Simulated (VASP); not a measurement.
TaN, 2 atoms in the cell. Symmetry: Fm-3m, No. 225, cubic system. Conventional cell: a = 4.358 Å, b = 4.358 Å, c = 4.358 Å, α = 90.00°, β = 90.00°, γ = 90.00°. Ta (site symmetry m-3m) has 6 N at 2.18 Å within 2.9 Å. Within 2.9 Å of N (site symmetry m-3m) lie 6 Ta at 2.18 Å. 

```yaml
Program: VASP 6.6.1
Task: single point
Functional: r2SCAN
Potentials_or_basis: VASP PAW PBE potentials, release 64 (Ta_pv, N)
Cutoff: 520 eV
k_mesh: 7 × 7 × 7
Occupations: gaussian, width 0.05 eV
Spin: collinear spin, zero start
Starting_moments: "[0.0, 0.0] μB"
Hubbard_terms: Ta d U = 1.0 eV
Dipole_correction: no
Further_INCAR_settings: ALGO = Normal; EDIFF = 1e-07; NBANDS = 19
```

Potentials or basis: VASP PAW PBE potentials, release 64 (Ta_pv, N).

Command:

```bash
$ cat potpaw_PBE.64/Ta_pv/POTCAR potpaw_PBE.64/N/POTCAR > POTCAR
$ cp INCAR.step1 INCAR
$ mpirun -np 1 vasp_std > vasp.out
$ cp INCAR.step2 INCAR
$ mpirun -np 1 vasp_std > vasp.out
```

Hardware: 1 thread of Intel Xeon 6975P-C (shared host).

Problem. Estimate the wall time of this run.

Solution. Run time: 48 s on 1 thread of Intel Xeon 6975P-C (shared host), peak memory 0.17 GiB. Counts: k points 20.
